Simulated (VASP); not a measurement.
## Te: relaxation of cell and atoms with PBEsol

The system is Te.

```
Te
1.0
     5.20770    0.00000    0.00000
    -2.60385    4.51000    0.00000
     0.00000    0.00000    5.98176
Te
4
Cartesian
  0.0000 0.0000 1.4954
  0.0000 0.0000 4.4863
  0.0000 3.0067 4.4863
  2.6038 1.5033 1.4954
```

This isn't the form of Te at room conditions, which is trigonal, of chains.

```yaml
Program: VASP 6.6.1
Task: relaxation of cell and atoms
Functional: PBEsol
Potentials_or_basis: VASP PAW PBE potentials, release 64 (Te)
Cutoff: 600 eV
k_mesh: 12 × 12 × 8
Occupations: gaussian, width 0.1 eV
Spin: no spin polarisation
Dipole_correction: no
Further_INCAR_settings: ALGO = Normal; EDIFF = 1e-07; IBRION = 2; EDIFFG = -0.01; NSW = 100; ISIF = 3
```

- Relaxed volume: 35.44 Å³/atom
- Relaxed cell: a = 5.159 Å, b = 5.159 Å, c = 6.150 Å, α = 90.00°, β = 90.00°, γ = 120.00°
- Space group after relaxing (to 0.1 Å): P6_3/mmc (No. 194)
- Energy gained by relaxing: 6.1 meV/atom
- Ionic steps: 7
- Pressure after relaxing: 0.0 GPa

Stress tensor (GPa, compression positive):
```
 0.04  0.00  0.00
 0.00  0.04  0.00
 0.00  0.00 -0.04
```

The path:
| step | energy change (eV) | largest force (eV/Å) | pressure (GPa) | volume (Å³) |
| --- | --- | --- | --- | --- |
| 1 | 0.0000 | 0.0000 | -0.03 | 140.49 |
| 2 | -0.0187 | 0.0000 | 0.26 | 140.34 |
| 3 | -0.0222 | 0.0000 | 0.47 | 140.21 |
| 4 | -0.0224 | 0.0000 | 0.43 | 140.23 |
| 5 | -0.0241 | 0.0000 | -0.13 | 142.34 |
| 6 | -0.0244 | 0.0000 | 0.02 | 141.75 |
| 7 | -0.0244 | 0.0000 | 0.01 | 141.78 |

Final structure:
```cif
data_structure
_symmetry_space_group_name_H-M 'P 1'
_symmetry_Int_Tables_number 1
_cell_length_a 5.1594
_cell_length_b 5.1594
_cell_length_c 6.1500
_cell_angle_alpha 90.000
_cell_angle_beta 90.000
_cell_angle_gamma 120.000
_cell_volume 141.78
loop_
_atom_site_label
_atom_site_type_symbol
_atom_site_fract_x
_atom_site_fract_y
_atom_site_fract_z
_atom_site_occupancy
Te1 Te 0.00000 0.00000 0.25000 1
Te2 Te 0.00000 0.00000 0.75000 1
Te3 Te 0.33333 0.66667 0.75000 1
Te4 Te 0.66667 0.33333 0.25000 1
```

Levels at points of the mesh, in eV from the Fermi level:
| k point | band 9 | band 10 | band 11 | band 12 | band 13 | band 14 | band 15 | band 16 |
| --- | --- | --- | --- | --- | --- | --- | --- | --- |
| (0.00, 0.00, 0.00) | -3.67 | -1.23 | -0.35 | -0.27 | -0.27 | 0.37 | 0.37 | 3.23 |
| (0.50, 0.00, 0.00) | -2.85 | -2.33 | -1.00 | 0.99 | 1.07 | 1.73 | 2.55 | 2.90 |
| (0.00, 0.00, 0.50) | -2.91 | -2.91 | -0.27 | -0.27 | -0.27 | -0.27 | -0.13 | -0.13 |
| (0.50, 0.00, 0.50) | -2.06 | -2.06 | -0.58 | -0.58 | 0.96 | 0.96 | 2.11 | 2.11 |

Wall time 19 min on 1 thread of Intel Xeon 8259CL, on a shared host, peak memory 0.44 GiB.

Caveat: the highest band is partly filled, so the run has too few bands; the PAW data sets were made with another functional, which shifts forces and pressure a little; spin-orbit coupling is left out, which moves the levels of the heavy elements.
